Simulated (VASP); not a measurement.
A run of VASP 6.6.1:

File INCAR:

```
SYSTEM = Ga8P8H
ALGO     = Normal         ! electronic algorithm
EDIFF    = 1E-6           ! SCF threshold, eV
ENCUT    = 520            ! plane-wave cutoff, eV
GGA      = PE             ! functional
ISIF     = 2              ! what is computed and relaxed
ISMEAR   = 0              ! smearing method
LASPH    = .TRUE.         ! aspherical terms in the spheres
LCHARG   = .TRUE.         ! write CHGCAR
LELF     = .TRUE.         ! ELF
LREAL    = Auto         
LVHAR    = .TRUE.       
LWAVE    = .FALSE.        ! write WAVECAR
NBANDS   = 86             ! bands
NELECT   = 144.0        
NELM     = 100            ! most SCF steps
PREC     = Accurate       ! precision mode
SIGMA    = 0.01           ! smearing width, eV
```

KPOINTS

```
k-points
0
G
  1 1 1
  0 0 0
```

File POSCAR:

```
Ga8P8H
1.0
    0.0000000000      5.5051169764     -5.5051169764
    5.5051169764      5.5051169764      0.0000000000
    5.5051169764      0.0000000000     -5.5051169764
Ga P H
8 8 1
Direct
    0.4974534651      0.4974534651      0.0025465349
    0.4974534651      0.0025465349      0.0025465349
    1.0025465349      0.4974534651      0.0025465349
    1.0000000000      0.0000000000      0.0000000000
    0.5000000000      0.5000000000      0.5000000000
    0.4974534651      0.0025465349      0.4974534651
    1.0025465349      0.4974534651      0.4974534651
    1.0025465349      0.0025465349      0.4974534651
    0.3743156954      0.3743156954      0.3743156954
    0.3743156954      0.8770529137      0.3743156954
    0.8770529137      0.3743156954      0.3743156954
    0.8606173027      0.8606173027      0.4181480919
    0.3743156954      0.3743156954      0.8770529137
    0.4181480919      0.8606173027      0.8606173027
    0.8606173027      0.4181480919      0.8606173027
    0.8606173027      0.8606173027      0.8606173027
    0.7500000000      0.7500000000      0.7500000000
```

Potentials or basis: VASP PAW PBE potentials, release 64 (Ga_d, P, H).

Command:

```console
$ cat potpaw_PBE.64/Ga_d/POTCAR potpaw_PBE.64/P/POTCAR potpaw_PBE.64/H/POTCAR > POTCAR
$ mpirun -np 1 vasp_gam > vasp.out
```

Hardware: 1 thread of Intel(R) Xeon(R) Platinum 8488C (Sapphire Rapids), with other jobs on the host.

Question: Estimate the wall time of this run.

Answer: It took 89 s on 1 thread of Intel(R) Xeon(R) Platinum 8488C (Sapphire Rapids) (shared host), peak memory 0.46 GiB. Counts: scf iterations 15, k points 1.
